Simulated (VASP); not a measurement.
AlCo (WC type):

```
CELL_PARAMETERS angstrom
2.66971 0.00000 0.00000
-1.33485 2.31204 0.00000
0.00000 0.00000 3.74307
ATOMIC_POSITIONS crystal
Co 0.00000 0.00000 0.00000
Al 0.33333 0.66667 0.50000
```

Base run:

| Quantity | Value |
| --- | --- |
| Program | VASP 6.6.1 |
| Functional | PBE |
| Potentials or basis | VASP PAW PBE potentials, release 64 (Co, Al) |
| Cutoff | 520 eV |
| k mesh | 14 × 14 × 13 |
| Occupations | fermi-dirac, width 0.1 eV |
| Spin | no spin polarisation |

Its results: band gap on the k mesh zero (band 6 reaches 11.23 eV, above the bottom of band 7 at 9.57 eV); pressure 9.9 GPa.

**Question.** The run is repeated on the same cell with these changes: potentials or basis from VASP PAW PBE potentials, release 64 (Co, Al) to VASP PAW PBE potentials, release 64 (Co_sv, Al); cutoff from 520 eV to 600 eV; further incar settings from ALGO = Normal; EDIFF = 1e-07; NBANDS = 13 to ALGO = Normal; EDIFF = 1e-06; NBANDS = 17; valence electrons from 12 to 20. What comes out?

**Answer.** Band gap on the k mesh zero (band 10 reaches 12.06 eV, above the bottom of band 11 at 10.40 eV); pressure 8.3 GPa.
